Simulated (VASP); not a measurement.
## PtSe2: single point with PBE

Sheet: PtSe2, a sheet with vacuum.

```
Pt Se
1.0
     3.62530    0.00000    0.00000
    -1.81265    3.13960    0.00000
     0.00000    0.00000   29.87548
Pt Se
1 2
Cartesian
  1.8126 1.0465 9.0000
  0.0000 2.0931 10.4832
  0.0000 2.0931 7.5168
```

```json
{
  "Program": "VASP 6.6.1",
  "Task": "single point",
  "Functional": "PBE",
  "Potentials or basis": "VASP PAW PBE potentials, release 64 (Pt, Se)",
  "Cutoff": "520 eV",
  "k mesh": "12 × 12 × 1",
  "Occupations": "gaussian, width 0.1 eV",
  "Spin": "no spin polarisation",
  "Dipole correction": "yes",
  "Further INCAR settings": "ALGO = Normal; EDIFF = 1e-06; NBANDS = 18"
}
```

```
Largest force          : 0.073 eV/Å
Band gap on the k mesh : zero (band 11 reaches -2.13 eV, above the bottom of band 12 at -2.91 eV)
```

Forces on the atoms (eV/Å):
```
Pt   0.000  0.000  0.000
Se   0.000  0.000 -0.073
Se   0.000  0.000  0.073
```

Levels at points of the mesh, in eV from the Fermi level:
```tsv
k point	band 8	band 9	band 10	band 11	band 12	band 13	band 14	band 15
(0.00, 0.00, 0.00)	-2.52	-1.53	0.61	0.61	0.84	0.84	2.69	4.32
(0.50, 0.00, 0.00)	-2.86	-2.64	-1.97	-1.48	1.05	1.37	3.09	5.79
```

It took 2.6 min on 1 thread of Intel(R) Xeon(R) Platinum 8259CL CPU @ 2.50GHz (Skylake/Cascade Lake), on a shared host, peak memory 0.49 GiB.

Caveat: spin-orbit coupling is left out, which moves the levels of the heavy elements.
